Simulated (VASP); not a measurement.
SnS2 (Berndtite-2T): single point with PBE

The system is SnS2 (Berndtite-2T).

```
Sn S
1.0
     3.63900    0.00000    0.00000
    -1.81950    3.15147    0.00000
     0.00000    0.00000    5.86800
Sn S
1 2
Cartesian
  0.0000 0.0000 0.0000
  0.0000 2.1010 1.4670
  1.8195 1.0505 4.4010
```

```yaml
Program: VASP 6.6.1
Task: single point
Functional: PBE
Potentials_or_basis: VASP PAW PBE potentials, release 64 (Sn_d, S)
Cutoff: 500 eV
k_mesh: 2 × 2 × 1
Occupations: gaussian, width 0.01 eV
Spin: no spin polarisation
```

```json
{"Pressure": "7.5 GPa", "Largest force": "0.816 eV/Å", "Band gap on the k mesh": "1.69 eV, indirect (least direct gap 1.92 eV)"}
```

Forces on the atoms (eV/Å):
```
Sn   0.000  0.000  0.000
S    0.000  0.000  0.816
S    0.000  0.000 -0.816
```

Stress tensor (GPa, compression positive):
```
10.89  0.00  0.00
 0.00 10.89  0.00
 0.00  0.00  0.69
```

Levels at points of the mesh, in eV from the valence-band top:
```
           k point  band 11  band 12  band 13  band 14  band 15  band 16
(0.00, 0.00, 0.00)    -0.32    -0.32     0.00     1.92     3.59     5.37
(0.50, 0.00, 0.00)    -2.59    -1.05    -0.23     1.69     4.45     5.94
```

Run time: 9.9 s on 1 thread of Intel Xeon 8259CL, with other jobs on the host, peak memory 0.18 GiB.

Caveat: the k points lie up to 1.07 Å⁻¹ apart; spin-orbit coupling is left out, which moves the levels of the heavy elements; this functional lacks dispersion, which binds the layers, so the pressure and a relaxed spacing across them are unreliable. A k mesh can miss the band edges.
